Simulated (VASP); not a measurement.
# Al5O8 (a cell with a defect) in VASP: further runs, part 2 of 2

VASP 6.6.1. The steps go on from the part before.

## (3) Single point, LDA

INCAR

```
SYSTEM = Al5O8
PREC     = Accurate       ! precision mode
ENCUT    = 520            ! plane-wave cutoff, eV
EDIFF    = 1E-6           ! SCF threshold, eV
ISMEAR   = -1             ! smearing method
SIGMA    = 0.05           ! smearing width, eV
LREAL    = Auto         
LASPH    = .True.         ! aspherical terms in the spheres
NELM     = 80             ! most SCF steps
ALGO     = Normal         ! electronic algorithm
ISIF     = 2              ! what is computed and relaxed
LWAVE    = .False.        ! write WAVECAR
LCHARG   = .True.         ! write CHGCAR
GGA      = CA             ! functional
LELF     = .True.         ! ELF
LVHAR    = .True.       
NELECT   = 188.0        
NBANDS   = 120            ! bands
```

KPOINTS

```
regular mesh
0
Gamma
  2 2 2
  0 0 0
```

POSCAR

```
Al5O8
1.0
   -4.7351000000     -2.7338110000      4.3003330000
    4.7351000000     -2.7338110000      4.3003330000
    0.0000000000      5.4676230000      4.3003330000
Al O
15 24
Direct
    0.3509967578      0.3515137480      0.3574801972
    0.1479739190      0.1507309886      0.1478007467
    0.6451871617      0.6431616501      0.6548630279
    0.8548557455      0.8499538427      0.8510371335
    0.7958226699      0.7959369231      0.2962881466
    0.1478611624      0.1479792169      0.6483323161
    0.3530512449      0.3531684546      0.8535197439
    0.8570089934      0.3511134474      0.8518673321
    0.6473295051      0.1480918966      0.6510847177
    0.1543938341      0.6452943430      0.1435134308
    0.3505628669      0.8549678425      0.3503076408
    0.3513957661      0.8571234171      0.8514636135
    0.1506110357      0.6474463718      0.6484435960
    0.6430410569      0.1545083966      0.1456456433
    0.8498331199      0.3506804093      0.3553213329
    0.5995115457      0.4018198391      0.7596922382
    0.7496282760      0.5805499038      0.4240350404
    0.4027198792      0.7511357521      0.5958053833
    0.3812222942      0.6012100453      0.2711336053
    0.2502383401      0.4020239412      0.6010792623
    0.5950118740      0.2518195443      0.4081497657
    0.0988530369      0.9023955175      0.7451820127
    0.2447113517      0.0989718742      0.4027485039
    0.9022763928      0.2448277644      0.5993247821
    0.8994025048      0.1029346372      0.2403231357
    0.7398471418      0.8995183209      0.6032945825
    0.1028129891      0.7399720776      0.3998745133
    0.0953306389      0.4028373442      0.2514879157
    0.2592200223      0.5996299397      0.9021711031
    0.9235691643      0.7497485481      0.0809034142
    0.9076746117      0.5951304204      0.7521712685
    0.7706607477      0.3813373966      0.1015624521
    0.1006084410      0.2503579711      0.9023758291
    0.5804332779      0.9236853739      0.2501059629
    0.7510180522      0.0954504824      0.9031899220
    0.4016992908      0.2593388338      0.0999831730
    0.4019047128      0.1007279689      0.7507111873
    0.2517029028      0.9077956992      0.0954828145
    0.6010940002      0.7707843975      0.8816945233
```

Potentials or basis: VASP PAW LDA potentials, release 64 (Al, O).

The run is started by

```
cat potpaw_LDA.64/Al/POTCAR potpaw_LDA.64/O/POTCAR > POTCAR
mpirun -np 1 vasp_std > vasp.out
```

Run time: 13 min. Hardware: 1 thread of Intel Xeon Platinum 8259CL at 2.50GHz (Skylake/Cascade Lake), shared host; peak memory 0.42 GiB.

It converged, with:

* Free energy: -319.8511 eV
* Largest force: 2.014 eV/Å

Forces on the atoms (eV/Å):
```
Al  -0.001  0.020 -0.042
Al   0.027  0.014 -0.004
Al   0.033  0.033 -0.090
Al   0.028  0.098 -0.032
Al   0.000 -0.001  2.014
Al   0.000 -0.001 -0.021
Al   0.000  0.000 -0.066
Al  -0.015 -0.010 -0.041
Al  -0.026  0.016 -0.004
Al  -0.043  0.014 -0.088
Al  -0.100 -0.025 -0.031
Al   0.017 -0.008 -0.041
Al  -0.001 -0.031 -0.004
Al   0.011 -0.043 -0.088
Al   0.072 -0.074 -0.031
O   -0.018  0.000 -0.043
O    0.060 -0.030 -0.075
O    0.041 -0.004 -0.078
O    0.014  0.034 -0.054
O    0.023  0.011 -0.026
O    0.004  0.013 -0.033
O    0.016  0.058 -0.015
O   -0.058 -0.015 -0.015
O    0.042 -0.043 -0.013
O   -0.223  0.304 -0.155
O   -0.150 -0.345 -0.154
O    0.375  0.042 -0.155
O   -0.017  0.038 -0.078
O    0.007 -0.016 -0.043
O   -0.004  0.068 -0.075
O   -0.014 -0.005 -0.032
O   -0.039 -0.005 -0.052
O   -0.021  0.015 -0.026
O   -0.056 -0.036 -0.075
O   -0.024 -0.034 -0.079
O    0.010  0.014 -0.042
O   -0.002 -0.025 -0.027
O    0.011 -0.009 -0.033
O    0.022 -0.031 -0.055
```

Levels at points of the mesh, in eV from the Fermi level:
| k point | band 92 | band 93 | band 94 | band 95 | band 96 | band 97 |
| --- | --- | --- | --- | --- | --- | --- |
| (0.00, 0.00, 0.00) | -0.27 | -0.23 | 0.09 | 0.24 | 0.24 | 6.59 |
| (0.50, 0.00, 0.00) | -0.32 | -0.21 | -0.07 | 0.01 | 0.22 | 7.70 |
| (0.00, 0.50, 0.00) | -0.32 | -0.21 | -0.07 | 0.01 | 0.22 | 7.70 |
| (0.00, 0.00, 0.50) | -0.32 | -0.21 | -0.07 | 0.01 | 0.22 | 7.70 |
| (0.50, 0.50, 0.00) | -0.30 | -0.21 | -0.12 | 0.09 | 0.19 | 7.99 |
| (0.50, 0.00, 0.50) | -0.30 | -0.21 | -0.12 | 0.09 | 0.19 | 7.99 |
| (0.00, 0.50, 0.50) | -0.30 | -0.21 | -0.12 | 0.09 | 0.19 | 7.99 |
| (0.50, 0.50, 0.50) | -0.22 | -0.22 | -0.14 | 0.17 | 0.17 | 8.04 |

Caveat: the k points lie up to 0.45 Å⁻¹ apart; the cell carries a net charge on a neutralising background, which shifts energy and pressure; the cell is charged against a uniform background, so pressure and absolute levels hang on convention.

## (4) Single point, LDA

INCAR

```
SYSTEM = Al5O8
PREC = Accurate
ENCUT = 520
EDIFF = 1E-6
ISMEAR = -1
SIGMA = 0.05
LREAL = Auto
LASPH = .TRUE.
NELM = 80
ALGO = Normal
ISIF = 2
LWAVE = .FALSE.
LCHARG = .FALSE.
GGA = CA
NELECT = 188.0
NBANDS = 120
```

KPOINTS

```
regular mesh
0
G
  2 2 2
  0 0 0
```

POSCAR

```
Al5O8
1.0
   -4.7351000000     -2.7338110000      4.3003330000
    4.7351000000     -2.7338110000      4.3003330000
    0.0000000000      5.4676230000      4.3003330000
Al O
15 24
Direct
    0.3502517828      0.3514885043      0.3572781657
    0.1486741886      0.1511881798      0.1465574787
    0.6458429623      0.6427469347      0.6554162997
    0.8557943535      0.8514318268      0.8487400670
    0.7814937412      0.7815974349      0.2819105947
    0.1480025438      0.1481068711      0.6484209273
    0.3528398827      0.3529444212      0.8532570541
    0.8568594895      0.3503548751      0.8518017627
    0.6461388837      0.1487776875      0.6515018805
    0.1549982077      0.6459436999      0.1430610335
    0.3483200213      0.8558972636      0.3517461719
    0.3513831739      0.8569621480      0.8506677825
    0.1510820327      0.6462434866      0.6490910722
    0.6426409768      0.1551015373      0.1462564738
    0.8513259904      0.3484253124      0.3562126191
    0.5993016019      0.4015801176      0.7598772729
    0.7487827542      0.5769899727      0.4253709636
    0.4032503079      0.7508835152      0.5962789938
    0.3821849178      0.6015777501      0.2705662411
    0.2503298196      0.4014979048      0.6009526998
    0.5941016614      0.2509783905      0.4081066199
    0.0990000713      0.9022057058      0.7438465247
    0.2434281347      0.0991057339      0.4025191308
    0.9021004110      0.2435322710      0.5994193872
    0.8989586451      0.1076002789      0.2372798671
    0.7368604996      0.8990623538      0.6079157052
    0.1074921886      0.7369690740      0.3993772959
    0.0958587915      0.4033557821      0.2511982433
    0.2594572686      0.5994063721      0.9018937239
    0.9249543518      0.7488892212      0.0773036056
    0.9076861892      0.5942060093      0.7512914503
    0.7701484613      0.3822875925      0.1018916924
    0.1005342215      0.2504351740      0.9018112613
    0.5768857389      0.9250591672      0.2492069233
    0.7507785312      0.0959638493      0.9036690412
    0.4014747856      0.2595635271      0.0997204472
    0.4013925510      0.1006392406      0.7507490977
    0.2508745044      0.9077924153      0.0945197521
    0.6014726670      0.7702530518      0.8826043528
```

The run is started by

```
cat potpaw_LDA.64/Al/POTCAR potpaw_LDA.64/O/POTCAR > POTCAR
mpirun -np 1 vasp_std > vasp.out
```

Run time: 5.5 min. Hardware: 1 thread of Intel Xeon Platinum 8259CL at 2.50GHz (Skylake/Cascade Lake), shared host; peak memory 0.35 GiB.

Results (log left out):

```
Free energy   : -319.4516 eV
Largest force : 1.710 eV/Å
```

Forces in eV/Å, atoms in the order of the input:
```
Al  -0.015  0.002 -0.017
Al   0.005  0.040 -0.015
Al   0.015  0.032 -0.072
Al   0.011  0.086 -0.042
Al   0.000  0.000  1.710
Al   0.000  0.000 -0.037
Al   0.000  0.000 -0.027
Al   0.005 -0.014 -0.017
Al  -0.037 -0.016 -0.015
Al  -0.035 -0.003 -0.072
Al  -0.080 -0.033 -0.042
Al   0.010  0.012 -0.017
Al   0.032 -0.024 -0.015
Al   0.021 -0.029 -0.072
Al   0.069 -0.053 -0.042
O   -0.018  0.009 -0.038
O    0.050 -0.006 -0.080
O    0.028 -0.014 -0.062
O    0.027  0.056 -0.036
O    0.013  0.007 -0.021
O   -0.004 -0.003 -0.021
O    0.005  0.040 -0.011
O   -0.037 -0.015 -0.011
O    0.032 -0.025 -0.011
O   -0.176  0.218 -0.134
O   -0.100 -0.261 -0.134
O    0.277  0.044 -0.134
O   -0.002  0.031 -0.062
O    0.001 -0.021 -0.038
O   -0.020  0.046 -0.080
O    0.005 -0.002 -0.021
O   -0.061 -0.005 -0.036
O   -0.012  0.008 -0.021
O   -0.030 -0.041 -0.080
O   -0.026 -0.017 -0.062
O    0.017  0.011 -0.038
O   -0.001 -0.015 -0.021
O   -0.001  0.005 -0.021
O    0.035 -0.051 -0.036
```

Levels at points of the mesh, in eV from the Fermi level:
| k point | band 92 | band 93 | band 94 | band 95 | band 96 | band 97 |
| --- | --- | --- | --- | --- | --- | --- |
| (0.00, 0.00, 0.00) | -0.30 | -0.24 | 0.05 | 0.25 | 0.25 | 6.46 |
| (0.50, 0.00, 0.00) | -0.33 | -0.25 | -0.05 | 0.01 | 0.23 | 7.34 |
| (0.50, 0.50, 0.00) | -0.29 | -0.22 | -0.14 | 0.09 | 0.21 | 7.52 |
| (0.50, 0.50, 0.50) | -0.26 | -0.26 | -0.13 | 0.18 | 0.18 | 7.54 |

Caveat: the k points lie up to 0.45 Å⁻¹ apart; the cell carries a net charge on a neutralising background, which shifts energy and pressure; the cell is charged against a uniform background, so pressure and absolute levels hang on convention.
